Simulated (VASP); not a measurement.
# Os (P6_3/mmc) in VASP: a series of runs

Os is run at these levels: PBE; tasks: electric field gradients.

Program: VASP 6.6.1. These are calculated values, not measurements. Logs are shortened: lines on timing, memory, paths and dates and some standing lists are left out, and cuts for length are marked.

## 1. The cell of the first run

Symmetry: P6_3/mmc, No. 194, hexagonal system. The conventional cell has a = 2.678 Å, b = 2.678 Å, c = 4.232 Å, α = 90.00°, β = 90.00°, γ = 120.00°. Within 3.5 Å of Os (site symmetry -6m2) lie 12 Os at 2.62 to 2.68 Å.

## 2. Electric field gradients, PBE (13.14 Å³/atom)

INCAR reads:

```
SYSTEM = Os
ALGO = Normal ; EDIFF = 1E-8
ENCUT = 520 ; GGA = PE
ISIF = 2 ; ISMEAR = -1
LASPH = .TRUE. ; LCHARG = .FALSE.
LEFG = .TRUE. ; LREAL = .FALSE.
LWAVE = .FALSE. ; NBANDS = 15
NELM = 60 ; PREC = Accurate
SIGMA = 0.05
```

KPOINTS reads:

```
k-points
0
G
  15 15 9
  0 0 0
```

POSCAR reads:

```
Os
1.0
    2.6782863558      0.0000000000      0.0000000000
   -1.3391431780      2.3194640228      0.0000000000
    0.0000000000      0.0000000000      4.2315181138
Os
2
Direct
    0.3333333333      0.6666666667      0.2500000000
    0.6666666667      0.3333333333      0.7500000000
```

Potentials or basis: VASP PAW PBE potentials, release 64 (Os).

Command:

```console
> cat potpaw_PBE.64/Os/POTCAR > POTCAR
> mpirun -np 1 vasp_std > vasp.out
```

OUTCAR:

```text
SYSTEM = Os
   EDIFF = 1E-8
   ENCUT = 520
   GGA = PE
   ISIF = 2
   ISMEAR = -1
   LASPH = .TRUE.
   LREAL = .FALSE.
   NELM = 60
   PREC = Accurate

 ion  position               nearest neighbor table
   1  0.333  0.667  0.250-   2 2.62   2 2.62   2 2.62   2 2.62   2 2.62   2 2.62
   2  0.667  0.333  0.750-   1 2.62   1 2.62   1 2.62   1 2.62   1 2.62   1 2.62

  LATTYP: Found a hexagonal cell.
 ALAT       =     2.6782863558
 C/A-ratio  =     1.5799349105

  Lattice vectors:

 A1 = (   2.6782863558,   0.0000000000,   0.0000000000)
 A2 = (  -1.3391431780,   2.3194640228,   0.0000000000)
 A3 = (   0.0000000000,   0.0000000000,   4.2315181138)

Analysis of symmetry for initial positions (statically):
=====================================================================
 Subroutine PRICEL returns:
 Original cell was already a primitive cell.

 Routine SETGRP: Setting up the symmetry group for a
 hexagonal supercell.

 Subroutine GETGRP returns: Found 24 space group operations
 (whereof 12 operations were pure point group operations)
 out of a pool of 24 trial point group operations.

The static configuration has the point symmetry D_3d.
 The point group associated with its full space group is D_6h.

Analysis of symmetry for dynamics (positions and initial velocities):
=====================================================================
 Subroutine PRICEL returns:
 Original cell was already a primitive cell.

 Routine SETGRP: Setting up the symmetry group for a
 hexagonal supercell.

 Subroutine GETGRP returns: Found 24 space group operations
 (whereof 12 operations were pure point group operations)
 out of a pool of 24 trial point group operations.

The dynamic configuration has the point symmetry D_3d.
 The point group associated with its full space group is D_6h.

 Subroutine INISYM returns: Found 24 space group operations
 (whereof 12 operations are pure point group operations),
 and found     1 'primitive' translations

----------------------------------------------------------------------------------------

                                     Primitive cell

  volume of cell :      26.2870

  direct lattice vectors                    reciprocal lattice vectors
     2.678286356  0.000000000  0.000000000     0.373373070  0.215567043  0.000000000
    -1.339143178  2.319464023  0.000000000     0.000000000  0.431134085  0.000000000
     0.000000000  0.000000000  4.231518114     0.000000000  0.000000000  0.236321805

  length of vectors
     2.678286356  2.678286356  4.231518114     0.431134085  0.431134085  0.236321805

  position of ions in fractional coordinates (direct lattice)
     0.333333333  0.666666667  0.250000000
     0.666666667  0.333333333  0.750000000

  ion indices of the primitive-cell ions
   primitive index   ion index
                 1           1
                 2           2

----------------------------------------------------------------------------------------

 KPOINTS: k-points

Automatic generation of k-mesh.
 Grid dimensions read from file:
 generate k-points for:   15   15    9

 Generating k-lattice:

  Cartesian coordinates                     Fractional coordinates (reciprocal lattice)
     0.024891538  0.014371136  0.000000000     0.066666667  0.000000000  0.000000000
     0.000000000  0.028742272  0.000000000     0.000000000  0.066666667  0.000000000
     0.000000000  0.000000000  0.026257978     0.000000000  0.000000000  0.111111111

  Length of vectors
     0.028742272  0.028742272  0.026257978

  Shift w.r.t. Gamma in fractional coordinates (k-lattice)
[... 38 lines left out ...]
   dimension x,y,z NGXF=    40 NGYF=   40 NGZF=   64
   ions per type =               2
   NGX,Y,Z   is equivalent  to a cutoff of  12.41, 12.41, 12.57 a.u.
   NGXF,Y,Z  is equivalent  to a cutoff of  24.83, 24.83, 25.14 a.u.
 SYSTEM =  Os
   PREC   = accura    normal or accurate (medium, high low for compatibility)
   ISTART =      0    job   : 0-new  1-cont  2-samecut
   ICHARG =      2    charge: 1-file 2-atom 10-const
   ISPIN  =      1    spin polarized calculation?
   LNONCOLLINEAR =      F non collinear calculations
   LSORBIT =      F    spin-orbit coupling
   LASPH  =      T    aspherical Exc in radial PAW
   ENCUT  =  520.0 eV  38.22 Ry    6.18 a.u.   4.98  4.98  7.87*2*pi/ulx,y,z
   NELM   =     60;   NELMIN=  2; NELMDL= -5     # of ELM steps
   EDIFF  = 0.1E-07   stopping-criterion for ELM
   LREAL  =      F    real-space projection
   EDIFFG = 0.1E-06   stopping-criterion for IOM
   NSW    =      0    number of steps for IOM
   IBRION =     -1    ionic relax: 0-MD 1-quasi-New 2-CG
   NFREE  =      0    steps in history (QN), initial steepest desc. (CG)
   ISIF   =      2    stress and relaxation
   ISYM   =      2    0-nonsym 1-usesym 2-fastsym
   POTIM  = 0.5000    time-step for ionic-motion
   TEBEG  =    0.0;   TEEND  =   0.0 temperature during run
   PSTRESS=    0.0 pullay stress
   NELECT =      16.0000    total number of electrons
   NUPDOWN=      -1.0000    fix difference up-down
   EMIN   =  10.00;   EMAX   =-10.00  energy-range for DOS
   EFERMI =   0.00;   METHOD = LEGACY
   ISMEAR =    -1;   SIGMA  =   0.05  broadening in eV -4-tet -1-fermi 0-gaus
   EFERMI_NEDOS =   21; number of points for ismear=-14 and -15
   IALGO  =     38    algorithm
   IMIX   =      4    mixing-type and parameters
     AMIX     =   0.40;   BMIX     =  1.00
     AMIX_MAG =   1.60;   BMIX_MAG =  1.00
  volume/ion in A,a.u.               =      13.14        88.70
  Fermi-wavevector in a.u.,A,eV,Ry     =   1.387398  2.621803 26.189507  1.924874
  Thomas-Fermi vector in A             =   2.511623
   LORBIT       =      0    0 simple, 1 ext, 2 COOP (PROOUT), +10 PAW based schemes
   GGA     = PE    functional components
   LHFCALC =     F    Hartree Fock is set to
   AEXX    =    0.0000 exact exchange contribution
   IVDW    =     0    specifies the selected vdW correction
   LEPSILON=     F    determine dielectric tensor
   LRPA    =     F    only Hartree local field effects (RPA)
 non-spin polarized calculation
  energy-cutoff  :      520.00
  volume of cell :       26.29
 maximum number of plane-waves:       726
 NGX is ok and might be reduce to    20
   NGX =  9   NGY =  9   NGZ = 15

 number of electron      16.0000001 magnetization

 Free energy of the ion-electron system (eV)
  ---------------------------------------------------
  ext. energy  EPLUGINS =         0.00000000
  ---------------------------------------------------
  free energy    TOTEN  =       -22.24113403 eV

  energy without entropy =      -22.23374529  energy(sigma->0) =      -22.23743966

 E-fermi :  10.4413     XC(G=0): -14.4207

 val. band max:       10.4102138542   @ k =   0.0667   0.0667   0.3333
 cond. band min:      10.4505879682   @ k =   0.1333   0.0000   0.3333
 fundamental gap:      0.0403741140
 Fermi energy:        10.4413044919

 k-point     1 :       0.0000    0.0000    0.0000
  band No.  band energies     occupation
      1      -1.0747      2.00000
      2       2.0321      2.00000
      3       7.0858      2.00000
      4       7.0858      2.00000
      5       7.3756      2.00000
      6       8.0203      2.00000
      7       8.0203      2.00000
      8       8.7396      2.00000
      9       8.7396      2.00000
     10      10.4921      0.53140
     11      12.3008      0.00000
     12      12.3008      0.00000
     13      20.2878      0.00000
     14      24.4390      0.00000
[... 401 lines left out ...]
      2       3.7932      2.00000
      3       3.9464      2.00000
      4       6.1866      2.00000
      5       6.4240      2.00000
      6       7.2669      2.00000
      7       8.6651      2.00000
      8      12.0314      0.00000
      9      12.7056      0.00000
     10      12.9315      0.00000
     11      15.9637      0.00000
     12      16.6888      0.00000
     13      19.1599      0.00000
     14      22.4634      0.00000
     15      25.2084      0.00000

 [... further k-points ...]

------------------------ aborting loop because EDIFF is reached ----------------------------------------

  FORCE on cell =-STRESS in cart. coord.  units (eV):
  Direction    XX          YY          ZZ          XY          YZ          ZX
  --------------------------------------------------------------------------------------
  -------------------------------------------------------------------------------------
  Total        6.5449446      6.5449446      7.0220027     -0.0000000     -0.0000000      0.0000000
  in kB      398.9107135    398.9107135    427.9871383     -0.0000000     -0.0000000      0.0000000
  external PRESSURE =     408.6028551 kB  Pullay stress =       0.0000000 kB

 VOLUME and BASIS-vectors are now :
 -----------------------------------------------------------------------------
  energy-cutoff  :      520.00
  volume of cell :       26.29
      direct lattice vectors                 reciprocal lattice vectors
     2.678286356  0.000000000  0.000000000     0.373373070  0.215567043  0.000000000
    -1.339143178  2.319464023  0.000000000     0.000000000  0.431134085  0.000000000
     0.000000000  0.000000000  4.231518114     0.000000000  0.000000000  0.236321805

 POSITION                                       TOTAL-FORCE (eV/Angst)
 -----------------------------------------------------------------------------------
     -0.00000      1.54631      1.05788        -0.000000     -0.000000      0.000000
      1.33914      0.77315      3.17364         0.000000      0.000000      0.000000
 -----------------------------------------------------------------------------------
    total drift:                                0.000000     -0.000000     -0.000000

  FREE ENERGIE OF THE ION-ELECTRON SYSTEM (eV)
  ---------------------------------------------------
  free  energy   TOTEN  =       -22.2411340309 eV

  energy  without entropy=      -22.2337452914  energy(sigma->0) =      -22.23743966

 Electric field gradients (V/A^2)
---------------------------------------------------------------------
 ion       V_xx      V_yy      V_zz      V_xy      V_xz      V_yz
---------------------------------------------------------------------
   1      43.535    43.535   -87.070     0.000     0.000    -0.000
   2      43.535    43.535   -87.070     0.000    -0.000     0.000
---------------------------------------------------------------------

 Electric field gradients after diagonalization (V/A^2)
 (convention: |V_zz| > |V_xx| > |V_yy|)
----------------------------------------------------------------------
 ion       V_xx      V_yy      V_zz     asymmetry (V_yy - V_xx)/ V_zz
----------------------------------------------------------------------
   1      43.535    43.534   -87.070       0.000
   2      43.535    43.534   -87.070       0.000
----------------------------------------------------------------------

           NMR quadrupolar parameters

 Cq : quadrupolar parameter    Cq=e*Q*V_zz/h
 eta: asymmetry parameters     (V_yy - V_xx)/ V_zz
 Q  : nuclear electric quadrupole moment in mb (millibarn)
----------------------------------------------------------------------
 ion       Cq(MHz)       eta       Q (mb)
----------------------------------------------------------------------
   1      -0.211       0.000       1.000
   2      -0.211       0.000       1.000
----------------------------------------------------------------------
```

Wall time 45 s (1 thread of Intel Xeon Platinum 8259CL at 2.50GHz (Skylake/Cascade Lake), shared host); peak memory 0.17 GiB.

Results:

```
Free energy                             : -22.2411 eV
Pressure                                : 40.9 GPa
Band gap on the k mesh                  : zero (bands 8 and 9 overlap by 4.22 eV)
Largest electric field gradient by atom : Os -87.1 V/Å²
```

Stress tensor (GPa, compression positive):
```
39.89  0.00  0.00
 0.00 39.89  0.00
 0.00  0.00 42.80
```

Levels at points of the mesh, in eV from the Fermi level:
| k point | band 6 | band 7 | band 8 | band 9 | band 10 | band 11 |
| --- | --- | --- | --- | --- | --- | --- |
| (0.00, 0.00, 0.00) | -2.42 | -2.42 | -1.70 | -1.70 | 0.05 | 1.86 |

Electric field gradients, principal values (V/Å²):
| atom | least | middle | greatest (by size) |
| --- | --- | --- | --- |
| 1 Os | 43.534 | 43.535 | -87.070 |
| 2 Os | 43.534 | 43.535 | -87.070 |

Caveat: the cell stands under pressure; without QUAD_EFG the Cq values of the log hold for a quadrupole moment of 1 mb, not for the nuclei; spin-orbit coupling is left out, which moves the levels of the heavy elements.

(Part 1 of 2 ends here.)

The gap in the log of VASP goes by the Fermi energy; the results here count the filled bands.